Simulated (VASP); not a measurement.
FeO:

```
CELL_PARAMETERS angstrom
2.94111 0.00000 0.00000
-1.47055 2.54707 0.00000
0.00000 0.00000 2.87037
ATOMIC_POSITIONS crystal
Fe 0.00000 0.00000 0.00000
O 0.66667 0.33333 0.50000
```

Base run:

| Quantity | Value |
| --- | --- |
| Program | VASP 6.6.1 |
| Functional | PBE |
| Potentials or basis | VASP PAW PBE potentials, release 64 (Fe, O) |
| Cutoff | 520 eV |
| k mesh | 10 × 10 × 9 |
| Occupations | fermi-dirac, width 0.05 eV |
| Spin | collinear spin, ferromagnetic start |
| Starting moments | [3.0, 0.0] μB |

Its results: band gap on the k mesh zero (filled and empty bands overlap); pressure -15.7 GPa; net moment 4.00 μB per cell; site moments Fe +3.59; O +0.34 μB.

Problem. The run is repeated on the same cell with these changes: potentials or basis from VASP PAW PBE potentials, release 64 (Fe, O) to VASP PAW PBE potentials, release 64 (Fe_sv, O); cutoff from 520 eV to 600 eV; further incar settings from ALGO = Normal; EDIFF = 1e-06; NBANDS = 18 to ALGO = Normal; EDIFF = 1e-06; NBANDS = 22; valence electrons from 14 to 22. What comes out?

Solution. Band gap on the k mesh zero (filled and empty bands overlap); pressure -17.7 GPa; net moment 4.00 μB per cell; site moments Fe +3.48; O +0.34 μB.

Caveats: a cell with one magnetic atom can't hold antiferromagnetic order, which such compounds often take; semilocal functionals often make such compounds metallic where correlation or magnetic order opens a gap, which also shifts bond lengths.
